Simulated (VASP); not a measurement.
Input of a VASP 6.6.1 run:

The input INCAR:

```
ALGO = Normal
EDIFF = 1E-6
ENCUT = 520
ISIF = 2
ISMEAR = -1
LASPH = True
LCHARG = True
LELF = True
LREAL = False
LVHAR = True
LWAVE = False
NBANDS = 10
NELM = 80
PREC = Accurate
SIGMA = 0.05
```

KPOINTS

```
k-points
0
Gamma
  11 11 6
```

The input POSCAR:

```
Al
1.0
    2.8676155389      0.0000000000      0.0000000000
   -1.4338077694      2.4834279049      0.0000000000
    0.0000000000      0.0000000000      4.9623026648
Al
2
Direct
    0.3333333333      0.6666666667      0.2500000000
    0.6666666667      0.3333333333      0.7500000000
```

Potentials or basis: VASP PAW LDA potentials, release 64 (Al).

Run with:

```bash
$ cat potpaw_LDA.64/Al/POTCAR > POTCAR
$ mpirun -np 1 vasp_std > vasp.out
```

**Question.** Estimate the band gap on the k mesh.

**Answer.** Zero (band 3 reaches 10.46 eV, above the bottom of band 4 at 4.20 eV).

**Question.** What does it give for the pressure?

**Answer.** -6.4 GPa.

Stress tensor (GPa, compression positive):
```
-5.43  0.00  0.00
 0.00 -5.43  0.00
 0.00  0.00 -8.39
```
